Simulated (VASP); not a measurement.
Here is a VASP 6.6.1 calculation.

File INCAR:

```
PREC = Accurate
ENCUT = 520
EDIFF = 1E-7
ISMEAR = -1
SIGMA = 0.08
LREAL = F
LASPH = T
NELM = 60
ALGO = Normal
ISIF = 2
LWAVE = F
LCHARG = T
GGA = CA
LELF = T
LVHAR = T
NBANDS = 18
```

Contents of KPOINTS:

```
Automatic mesh
0
Gamma
  14 14 14
```

File POSCAR:

```
Si2W
1.0
   -1.5576308084      1.5576308084      3.8183602865
    1.5576308084     -1.5576308084      3.8183602865
    1.5576308084      1.5576308084     -3.8183602865
W Si
1 2
Direct
    0.0000000000      0.0000000000      0.0000000000
    0.3336870709      0.3336870709      0.0000000000
   -0.3336870709     -0.3336870709      0.0000000000
```

Potentials or basis: VASP PAW LDA potentials, release 64 (W_sv, Si).

Run with:

```bash
$ cat potpaw_LDA.64/W_sv/POTCAR potpaw_LDA.64/Si/POTCAR > POTCAR
$ mpirun -np 1 vasp_std > vasp.out
```

(1) What does it give for the band gap on the k mesh?

(2) Estimate the pressure.

(3) What does it give for the largest force?

## Answers

(1) zero (band 11 reaches 14.05 eV, above the bottom of band 12 at 12.57 eV).

(2) 17.9 GPa.

(3) 0.016 eV/Å.

Caveat: spin-orbit coupling is left out, which moves the levels of the heavy elements.
